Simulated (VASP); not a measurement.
Set up this calculation in VASP 6.6.1, as the native input.

```yaml
Task: single point
Functional: PBE
Potentials_or_basis: VASP PAW PBE potentials, release 64 (Cs_sv, Os_sv_GW)
Cutoff: 560 eV
k_mesh: 4 × 4 × 4
Occupations: gaussian, width 0.1 eV
Spin: no spin polarisation
Dipole_correction: no
Further_INCAR_settings: ALGO = Normal; EDIFF = 1e-06; NBANDS = 36
```

The structure of CsOs3 lies in POSCAR:

```
CsOs3
1.0
    4.1197651788      0.0000000000      0.0000000000
    0.0000000000      4.1197651788      0.0000000000
    0.0000000000      0.0000000000      4.1197651788
Cs Os
1 3
Direct
    0.0000000000      0.0000000000      0.0000000000
    0.0000000000      0.5000000000      0.5000000000
    0.5000000000      0.0000000000      0.5000000000
    0.5000000000      0.5000000000      0.0000000000
```

One way to write it, as run:

INCAR

```
ALGO = Normal ; EDIFF = 1E-6
ENCUT = 560 ; GGA = PE
GGA_COMPAT = F ; ISIF = 2
ISMEAR = 0 ; LASPH = T
LCHARG = F ; LREAL = F
LWAVE = F ; NBANDS = 36
NELM = 120 ; PREC = Accurate
SIGMA = 0.1
```

KPOINTS

```
k-points
0
Gamma
  4 4 4
```

Potentials or basis: VASP PAW PBE potentials, release 64 (Cs_sv, Os_sv_GW).

The run is started by

```sh
$ cat potpaw_PBE.64/Cs_sv/POTCAR potpaw_PBE.64/Os_sv_GW/POTCAR > POTCAR
$ mpirun -np 1 vasp_std > vasp.out
```

Results of the run:

```yaml
Pressure: 1.5 GPa
Band_gap_on_the_k_mesh: zero (an odd number of electrons rules out a gap without spin polarisation)
```

Caveat: the k points lie up to 0.38 Å⁻¹ apart, too coarse for converged energies and pressures of a metal; spin-orbit coupling is left out, which moves the levels of the heavy elements.

It took 24 s on 1 thread of Intel(R) Xeon(R) Platinum 8259CL CPU @ 2.50GHz (Skylake/Cascade Lake), with other jobs on the host, peak memory 0.19 GiB.
